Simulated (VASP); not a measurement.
# Pb in VASP: further runs

Runs on Pb. Level: LDA. Tasks: single point.

Everything below comes from runs of VASP 6.6.1. Logs are shortened: lines on timing, memory, paths and dates and some standing lists are left out, and cuts for length are marked.

## (1) The cell of the first run

It takes space group Fm-3m (No. 225, cubic). Conventional cell: a = 4.544 Å, b = 4.544 Å, c = 4.544 Å, α = 90.00°, β = 90.00°, γ = 90.00°. Within 4.2 Å of Pb (site symmetry m-3m) lie 12 Pb at 3.21 Å.

## (2) Single point, LDA (strain -0.080 along x and y, -0.080 along z)

INCAR

```
SYSTEM = Pb
PREC = Accurate
ENCUT = 520
EDIFF = 1E-6
ISMEAR = 0
SIGMA = 0.15
LREAL = .FALSE.
LASPH = .TRUE.
NELM = 80
ALGO = Normal
ISIF = 2
LWAVE = .FALSE.
LCHARG = .FALSE.
GGA = CA
NBANDS = 13
```

KPOINTS

```
regular mesh
0
G
  16 16 16
  0 0 0
```

POSCAR

```
Pb
1.0
    0.0000000000      2.2722160000      2.2722160000
    2.2722160000      0.0000000000      2.2722160000
    2.2722160000      2.2722160000      0.0000000000
Pb
1
Direct
    0.0000000000      0.0000000000      0.0000000000
```

Potentials or basis: VASP PAW LDA potentials, release 64 (Pb_d).

The run is started by

```console
$ cat potpaw_LDA.64/Pb_d/POTCAR > POTCAR
$ mpirun -np 1 vasp_std > vasp.out
```

OUTCAR:

```text
SYSTEM = Pb
   PREC = Accurate
   ENCUT = 520
   EDIFF = 1E-6
   ISMEAR = 0
   LREAL = .FALSE.
   LASPH = .TRUE.
   NELM = 80
   ISIF = 2
   GGA = CA

 ion  position               nearest neighbor table
   1  0.000  0.000  0.000-

  LATTYP: Found a face centered cubic cell.
 ALAT       =     4.5444320000

  Lattice vectors:

 A1 = (   0.0000000000,   2.2722160000,   2.2722160000)
 A2 = (   2.2722160000,   0.0000000000,   2.2722160000)
 A3 = (   2.2722160000,   2.2722160000,   0.0000000000)

Analysis of symmetry for initial positions (statically):
=====================================================================
 Subroutine PRICEL returns:
 Original cell was already a primitive cell.

 Routine SETGRP: Setting up the symmetry group for a
 face centered cubic supercell.

 Subroutine GETGRP returns: Found 48 space group operations
[... 9 lines left out ...]

 Routine SETGRP: Setting up the symmetry group for a
 face centered cubic supercell.

 Subroutine GETGRP returns: Found 48 space group operations
[... 11 lines left out ...]
                                     Primitive cell

  volume of cell :      23.4627

  direct lattice vectors                    reciprocal lattice vectors
     0.000000000  2.272216000  2.272216000    -0.220049502  0.220049502  0.220049502
     2.272216000  0.000000000  2.272216000     0.220049502 -0.220049502  0.220049502
     2.272216000  2.272216000  0.000000000     0.220049502  0.220049502 -0.220049502

  length of vectors
     3.213398684  3.213398684  3.213398684     0.381136918  0.381136918  0.381136918

  position of ions in fractional coordinates (direct lattice)
     0.000000000  0.000000000  0.000000000

  ion indices of the primitive-cell ions
   primitive index   ion index
                 1           1

----------------------------------------------------------------------------------------

 KPOINTS: regular mesh

Automatic generation of k-mesh.
 Grid dimensions read from file:
 generate k-points for:   16   16   16

 Generating k-lattice:

  Cartesian coordinates                     Fractional coordinates (reciprocal lattice)
    -0.013753094  0.013753094  0.013753094     0.062500000  0.000000000  0.000000000
     0.013753094 -0.013753094  0.013753094     0.000000000  0.062500000  0.000000000
     0.013753094  0.013753094 -0.013753094     0.000000000  0.000000000  0.062500000

  Length of vectors
     0.023821057  0.023821057  0.023821057

  Shift w.r.t. Gamma in fractional coordinates (k-lattice)
     0.000000000  0.000000000  0.000000000

 Subroutine IBZKPT returns following result:
 ===========================================

 Found    145 irreducible k-points:

 Following reciprocal coordinates:
            Coordinates               Weight
  0.000000  0.000000  0.000000      1.000000
  0.062500  0.000000  0.000000      8.000000
  0.125000  0.000000  0.000000      8.000000
  0.187500  0.000000  0.000000      8.000000
  0.250000  0.000000  0.000000      8.000000
  0.312500  0.000000  0.000000      8.000000
[... 16 lines left out ...]
 -0.125000  0.062500  0.000000     24.000000
 -0.062500  0.062500  0.000000     12.000000
 [... further k-points ...]
   k-points           NKPTS =    145   k-points in BZ     NKDIM =    145   number of bands    NBANDS=     13
   number of dos      NEDOS =    301   number of ions     NIONS =      1
   total plane-waves  NPLWV =  13824
   dimension x,y,z NGX =    24 NGY =   24 NGZ =   24
   dimension x,y,z NGXF=    48 NGYF=   48 NGZF=   48
   ions per type =               1
   NGX,Y,Z   is equivalent  to a cutoff of  12.42, 12.42, 12.42 a.u.
   NGXF,Y,Z  is equivalent  to a cutoff of  24.83, 24.83, 24.83 a.u.
 SYSTEM =  Pb
   PREC   = accura    normal or accurate (medium, high low for compatibility)
   ISTART =      0    job   : 0-new  1-cont  2-samecut
   ICHARG =      2    charge: 1-file 2-atom 10-const
   ISPIN  =      1    spin polarized calculation?
   LNONCOLLINEAR =      F non collinear calculations
   LSORBIT =      F    spin-orbit coupling
   LASPH  =      T    aspherical Exc in radial PAW
   ENCUT  =  520.0 eV  38.22 Ry    6.18 a.u.   5.97  5.97  5.97*2*pi/ulx,y,z
   NELM   =     80;   NELMIN=  2; NELMDL= -5     # of ELM steps
   EDIFF  = 0.1E-05   stopping-criterion for ELM
   LREAL  =      F    real-space projection
   EDIFFG = 0.1E-04   stopping-criterion for IOM
   NSW    =      0    number of steps for IOM
   IBRION =     -1    ionic relax: 0-MD 1-quasi-New 2-CG
   NFREE  =      0    steps in history (QN), initial steepest desc. (CG)
   ISIF   =      2    stress and relaxation
   ISYM   =      2    0-nonsym 1-usesym 2-fastsym
   POTIM  = 0.5000    time-step for ionic-motion
   TEBEG  =    0.0;   TEEND  =   0.0 temperature during run
   PSTRESS=    0.0 pullay stress
   NELECT =      14.0000    total number of electrons
   NUPDOWN=      -1.0000    fix difference up-down
   EMIN   =  10.00;   EMAX   =-10.00  energy-range for DOS
   EFERMI =   0.00;   METHOD = LEGACY
   ISMEAR =     0;   SIGMA  =   0.15  broadening in eV -4-tet -1-fermi 0-gaus
   EFERMI_NEDOS =   21; number of points for ismear=-14 and -15
   IALGO  =     38    algorithm
   IMIX   =      4    mixing-type and parameters
     AMIX     =   0.40;   BMIX     =  1.00
     AMIX_MAG =   1.60;   BMIX_MAG =  1.00
  volume/ion in A,a.u.               =      23.46       158.33
  Fermi-wavevector in a.u.,A,eV,Ry     =   1.378239  2.604494 25.844851  1.899543
  Thomas-Fermi vector in A             =   2.503319
   LORBIT       =      0    0 simple, 1 ext, 2 COOP (PROOUT), +10 PAW based schemes
   GGA     = CA    functional components
   LHFCALC =     F    Hartree Fock is set to
   AEXX    =    0.0000 exact exchange contribution
   IVDW    =     0    specifies the selected vdW correction
   LEPSILON=     F    determine dielectric tensor
   LRPA    =     F    only Hartree local field effects (RPA)
 non-spin polarized calculation
 Gauss-broadening in eV      SIGMA  =   0.15
  energy-cutoff  :      520.00
  volume of cell :       23.46
 maximum number of plane-waves:       648
   NGX = 11   NGY = 11   NGZ = 11

 number of electron      14.0000005 magnetization

 Free energy of the ion-electron system (eV)
  ---------------------------------------------------
  ext. energy  EPLUGINS =         0.00000000
  ---------------------------------------------------
  free energy    TOTEN  =        -3.98119813 eV

  energy without entropy =       -3.97479897  energy(sigma->0) =       -3.97799855

 E-fermi :  10.4676     XC(G=0): -11.7420

 val. band max:       10.4443043559   @ k =   0.3750   0.1875   0.0625
 cond. band min:      10.4923638654   @ k =   0.3750   0.3125   0.0000
 fundamental gap:      0.0480595095
 Fermi energy:        10.4676200919

 k-point     1 :       0.0000    0.0000    0.0000
  band No.  band energies     occupation
      1      -7.0442      2.00000
      2      -7.0442      2.00000
      3      -7.0442      2.00000
      4      -6.7413      2.00000
      5      -6.7413      2.00000
      6      -3.5089      2.00000
      7      19.7756      0.00000
      8      19.7756      0.00000
      9      19.7756      0.00000
     10      20.1142      0.00000
     11      24.9635      0.00000
     12      24.9635      0.00000
     13      24.9803      0.00000

 k-point     2 :       0.0625    0.0000    0.0000
  band No.  band energies     occupation
      1      -7.0463      2.00000
      2      -7.0324      2.00000
      3      -7.0324      2.00000
      4      -6.7430      2.00000
      5      -6.7430      2.00000
      6      -3.4121      2.00000
      7      18.5859      0.00000
      8      19.6702      0.00000
      9      19.6702      0.00000
     10      20.1042      0.00000
     11      24.9365      0.00000
     12      25.1130      0.00000
     13      25.1130      0.00000

 k-point     3 :       0.1250    0.0000    0.0000
  band No.  band energies     occupation
      1      -7.0547      2.00000
      2      -7.0033      2.00000
      3      -7.0033      2.00000
      4      -6.7427      2.00000
      5      -6.7427      2.00000
      6      -3.1186      2.00000
      7      16.3144      0.00000
      8      19.3822      0.00000
      9      19.3822      0.00000
     10      20.1387      0.00000
     11      24.5533      0.00000
     12      25.3541      0.00000
     13      25.3543      0.00000

 k-point     4 :       0.1875    0.0000    0.0000
  band No.  band energies     occupation
      1      -7.0729      2.00000
      2      -6.9761      2.00000
      3      -6.9761      2.00000
      4      -6.7249      2.00000
      5      -6.7249      2.00000
      6      -2.6217      2.00000
      7      13.8944      0.00000
      8      18.9726      0.00000
      9      18.9726      0.00000
     10      20.1538      0.00000
     11      23.8868      0.00000
     12      24.9019      0.00000
     13      24.9019      0.00000

 k-point     5 :       0.2500    0.0000    0.0000
  band No.  band energies     occupation
      1      -7.1010      2.00000
      2      -6.9709      2.00000
      3      -6.9709      2.00000
      4      -6.6755      2.00000
      5      -6.6754      2.00000
      6      -1.9185      2.00000
      7      11.5349      0.00000
      8      18.5079      0.00000
      9      18.5079      0.00000
     10      20.1013      0.00000
     11      23.2847      0.00000
     12      24.3170      0.00000
     13      24.3170      0.00000
[... 257 lines left out ...]
 k-point    22 :      -0.1875    0.0625    0.0000
  band No.  band energies     occupation
      1      -7.0798      2.00000
      2      -6.9652      2.00000
      3      -6.9584      2.00000
      4      -6.7549      2.00000
      5      -6.6786      2.00000
      6      -2.3219      2.00000
      7      13.1430      0.00000
      8      17.0625      0.00000
      9      19.6929      0.00000
     10      20.7003      0.00000
     11      22.9471      0.00000
     12      24.0435      0.00000
     13      25.8622      0.00000

 k-point    23 :      -0.1250    0.0625    0.0000
  band No.  band energies     occupation
      1      -7.0637      2.00000
      2      -6.9854      2.00000
      3      -6.9786      2.00000
      4      -6.7688      2.00000
      5      -6.7147      2.00000
      6      -2.8882      2.00000
      7      15.5216      0.00000
      8      17.5556      0.00000
      9      20.0370      0.00000
     10      20.6186      0.00000
     11      23.6029      0.00000
     12      24.6691      0.00000
     13      25.2513      0.00000

 k-point    24 :      -0.0625    0.0625    0.0000
  band No.  band energies     occupation
      1      -7.0540      2.00000
      2      -7.0179      2.00000
      3      -7.0067      2.00000
      4      -6.7578      2.00000
      5      -6.7319      2.00000
      6      -3.2498      2.00000
      7      17.6715      0.00000
      8      18.3058      0.00000
      9      20.0095      0.00000
     10      20.3480      0.00000
     11      24.3928      0.00000
     12      24.9986      0.00000
     13      25.5278      0.00000

 [... further k-points ...]
[... 5 lines left out ...]
  --------------------------------------------------------------------------------------
  -------------------------------------------------------------------------------------
  Total        2.8104499      2.8104499      2.8104499      0.0000000     -0.0000000     -0.0000000
  in kB      191.9144134    191.9144134    191.9144134      0.0000000     -0.0000000     -0.0000000
  external PRESSURE =     191.9144134 kB  Pullay stress =       0.0000000 kB

 VOLUME and BASIS-vectors are now :
 -----------------------------------------------------------------------------
  energy-cutoff  :      520.00
  volume of cell :       23.46
      direct lattice vectors                 reciprocal lattice vectors
     0.000000000  2.272216000  2.272216000    -0.220049502  0.220049502  0.220049502
     2.272216000  0.000000000  2.272216000     0.220049502 -0.220049502  0.220049502
     2.272216000  2.272216000  0.000000000     0.220049502  0.220049502 -0.220049502

 POSITION                                       TOTAL-FORCE (eV/Angst)
 -----------------------------------------------------------------------------------
      0.00000      0.00000      0.00000         0.000000      0.000000     -0.000000
 -----------------------------------------------------------------------------------
    total drift:                               -0.000000     -0.000000     -0.000000

  FREE ENERGIE OF THE ION-ELECTRON SYSTEM (eV)
  ---------------------------------------------------
  free  energy   TOTEN  =        -3.9811981331 eV

  energy  without entropy=       -3.9747989677  energy(sigma->0) =       -3.97799855
```

It took 11 s on 1 thread of Intel Xeon 6975P-C, shared host; peak memory 0.16 GiB.

Results:

```
Free energy            : -3.9812 eV
Pressure               : 19.2 GPa
Band gap on the k mesh : zero (band 7 reaches 19.78 eV, above the bottom of band 8 at 8.11 eV)
```

Caveat: the cell differs from its parent crystal (strain -0.080 along x and y, -0.080 along z); spin-orbit coupling is left out, which moves the levels of the heavy elements.

## (3) Single point, LDA (strain +0.080 along x and y, +0.080 along z)

INCAR

```
SYSTEM = Pb
  PREC = Accurate
  ENCUT = 520
  EDIFF = 1E-6
  ISMEAR = 0
  SIGMA = 0.15
  LREAL = .FALSE.
  LASPH = .TRUE.
  NELM = 80
  ALGO = Fast
  ISIF = 2
  LWAVE = .FALSE.
  LCHARG = .FALSE.
  NBANDS = 13
```

KPOINTS

```
Automatic mesh
0
G
  16 16 16
  0 0 0
```

POSCAR

```
Pb
1.0
    0.0000000000      2.6673840000      2.6673840000
    2.6673840000      0.0000000000      2.6673840000
    2.6673840000      2.6673840000      0.0000000000
Pb
1
Direct
    0.0000000000      0.0000000000      0.0000000000
```

Potentials or basis: VASP PAW LDA potentials, release 64 (Pb_d).

The run is started by

```console
$ cat potpaw_LDA.64/Pb_d/POTCAR > POTCAR
$ mpirun -np 1 vasp_std > vasp.out
```

It took 47 s on 1 thread of Intel Xeon 6975P-C, shared host; peak memory 0.19 GiB.

Results (log left out):

* Free energy: -3.9962 eV
* Pressure: -7.3 GPa
* Band gap on the k mesh: zero (band 7 reaches 10.44 eV, above the bottom of band 8 at 3.51 eV)

Levels at points of the mesh, in eV from the Fermi level:
| k point | band 4 | band 5 | band 6 | band 7 | band 8 | band 9 | band 10 | band 11 |
| --- | --- | --- | --- | --- | --- | --- | --- | --- |
| (0.00, 0.00, 0.00) | -16.87 | -16.87 | -10.47 | 5.69 | 5.69 | 5.69 | 8.74 | 9.59 |
| (0.50, 0.00, 0.00) | -16.80 | -16.80 | -8.00 | -3.21 | 4.34 | 4.34 | 7.77 | 9.07 |
| (0.50, 0.50, 0.00) | -16.78 | -16.78 | -7.08 | -2.49 | 1.74 | 1.74 | 4.89 | 6.10 |

Caveat: the cell differs from its parent crystal (strain +0.080 along x and y, +0.080 along z); spin-orbit coupling is left out, which moves the levels of the heavy elements.

## (4) Single point, LDA (strain +0.000 along x and y, +0.040 along z)

INCAR

```
  ALGO = Fast
  EDIFF = 1E-6
  ENCUT = 520
  GGA = CA
  ISIF = 2
  ISMEAR = 0
  LASPH = True
  LCHARG = False
  LREAL = False
  LWAVE = False
  NBANDS = 13
  NELM = 60
  PREC = Accurate
  SIGMA = 0.15
```

KPOINTS

```
k-points
0
Gamma
  16 16 16
```

POSCAR

```
Pb
1.0
    0.0000000000      2.4698000000      2.5685920000
    2.4698000000      0.0000000000      2.5685920000
    2.4698000000      2.4698000000      0.0000000000
Pb
1
Direct
    0.0000000000      0.0000000000      0.0000000000
```

Potentials or basis: VASP PAW LDA potentials, release 64 (Pb_d).

The run is started by

```console
$ cat potpaw_LDA.64/Pb_d/POTCAR > POTCAR
$ mpirun -np 1 vasp_std > vasp.out
```

OUTCAR:

```text
EDIFF = 1E-6
   ENCUT = 520
   GGA = CA
   ISIF = 2
   ISMEAR = 0
   LASPH = True
   LREAL = False
   NELM = 60
   PREC = Accurate

 ion  position               nearest neighbor table
   1  0.000  0.000  0.000-

  LATTYP: Found a body centered tetragonal cell.
 ALAT       =     3.4928246563
 C/A-ratio  =     1.4707821049

  Lattice vectors:

 A1 = (  -2.4698000000,   0.0000000000,   2.5685920000)
 A2 = (   2.4698000000,   0.0000000000,   2.5685920000)
 A3 = (   0.0000000000,   2.4698000000,  -2.5685920000)

[... 553 lines left out ...]
      4     -10.2304      2.00000
      5     -10.2057      2.00000
      6      -4.7069      2.00000
      7      11.9282      0.00000
      8      12.8579      0.00000
      9      13.8145      0.00000
     10      16.1854      0.00000
     11      18.3121      0.00000
     12      19.0463      0.00000
     13      20.2032      0.00000

 [... further k-points ...]
[... 5 lines left out ...]
  --------------------------------------------------------------------------------------
  -------------------------------------------------------------------------------------
  Total       -0.6096908     -0.6096908     -0.7117674      0.0000000      0.0000000     -0.0000000
  in kB      -31.1724906    -31.1724906    -36.3915021      0.0000000      0.0000000     -0.0000000
  external PRESSURE =     -32.9121611 kB  Pullay stress =       0.0000000 kB

 VOLUME and BASIS-vectors are now :
 -----------------------------------------------------------------------------
  energy-cutoff  :      520.00
  volume of cell :       31.34
      direct lattice vectors                 reciprocal lattice vectors
     0.000000000  2.469800000  2.568592000    -0.202445542  0.202445542  0.194659175
     2.469800000  0.000000000  2.568592000     0.202445542 -0.202445542  0.194659175
     2.469800000  2.469800000  0.000000000     0.202445542  0.202445542 -0.194659175

 POSITION                                       TOTAL-FORCE (eV/Angst)
 -----------------------------------------------------------------------------------
      0.00000      0.00000      0.00000         0.000000      0.000000      0.000000
 -----------------------------------------------------------------------------------
    total drift:                               -0.000000     -0.000000     -0.000000

  FREE ENERGIE OF THE ION-ELECTRON SYSTEM (eV)
  ---------------------------------------------------
  free  energy   TOTEN  =        -4.2330240739 eV

  energy  without entropy=       -4.2279526647  energy(sigma->0) =       -4.23048837
```

Run time: 97 s. Hardware: 1 thread of Intel Xeon 6975P-C, shared host; peak memory 0.25 GiB.

Results:

```
Free energy            : -4.2330 eV
Pressure               : -3.3 GPa
Band gap on the k mesh : zero (band 7 reaches 13.72 eV, above the bottom of band 8 at 4.91 eV)
```

Stress tensor (GPa, compression positive):
```
-3.12  0.00  0.00
 0.00 -3.12  0.00
 0.00  0.00 -3.64
```

Levels at points of the mesh, in eV from the Fermi level:
| k point | band 4 | band 5 | band 6 | band 7 | band 8 | band 9 | band 10 | band 11 |
| --- | --- | --- | --- | --- | --- | --- | --- | --- |
| (0.00, 0.00, 0.00) | -16.91 | -16.87 | -11.58 | 7.04 | 7.04 | 7.09 | 9.79 | 11.02 |
| (0.50, 0.00, 0.00) | -16.78 | -16.76 | -8.15 | -4.07 | 4.96 | 5.62 | 9.11 | 9.30 |
| (0.50, 0.50, 0.00) | -16.74 | -16.74 | -7.11 | -3.37 | 2.26 | 2.26 | 5.63 | 6.87 |
| (0.50, 0.00, 0.50) | -16.75 | -16.72 | -6.69 | -3.07 | 1.67 | 1.93 | 5.21 | 6.47 |

Caveat: the cell differs from its parent crystal (strain +0.000 along x and y, +0.040 along z); spin-orbit coupling is left out, which moves the levels of the heavy elements.

## (5) Single point, LDA (strain +0.040 along x and y, +0.080 along z)

INCAR

```
SYSTEM = Pb
PREC = Accurate
ENCUT = 520
EDIFF = 1E-6
ISMEAR = 0
SIGMA = 0.15
LREAL = .FALSE.
LASPH = .TRUE.
NELM = 60
ALGO = Fast
ISIF = 2
LWAVE = .FALSE.
LCHARG = .TRUE.
GGA = CA
LELF = .TRUE.
LVHAR = .TRUE.
NBANDS = 13
```

KPOINTS

```
regular mesh
0
G
  16 16 16
  0 0 0
```

POSCAR

```
Pb
1.0
    0.0000000000      2.5685920000      2.6673840000
    2.5685920000      0.0000000000      2.6673840000
    2.5685920000      2.5685920000      0.0000000000
Pb
1
Direct
    0.0000000000      0.0000000000      0.0000000000
```

The run is started by

```console
$ cat potpaw_LDA.64/Pb_d/POTCAR > POTCAR
$ mpirun -np 1 vasp_std > vasp.out
```

It took 2.1 min on 1 thread of Intel Xeon 6975P-C, shared host; peak memory 0.26 GiB.

The run converged. Its results:

```yaml
Free_energy: -4.1135 eV
Pressure: -6.3 GPa
Band_gap_on_the_k_mesh: zero (band 7 reaches 11.66 eV, above the bottom of band 8 at 3.97 eV)
```

Stress tensor (GPa, compression positive):
```
-6.25  0.00  0.00
 0.00 -6.25  0.00
 0.00  0.00 -6.44
```

Levels at points of the mesh, in eV from the Fermi level:
```
           k point  band 5  band 6  band 7  band 8  band 9  band 10
(0.00, 0.00, 0.00)  -16.85  -10.87    6.20    6.20    6.22     9.60
(0.50, 0.00, 0.00)  -16.77   -8.05   -3.53    4.43    4.98     8.23
(0.50, 0.50, 0.00)  -16.76   -7.20   -2.90    2.10    2.10     5.29
(0.50, 0.00, 0.50)  -16.74   -6.87   -2.65    1.58    1.82     4.94
```

Caveat: the cell differs from its parent crystal (strain +0.040 along x and y, +0.080 along z); spin-orbit coupling is left out, which moves the levels of the heavy elements.

[end of part 1 of 2]
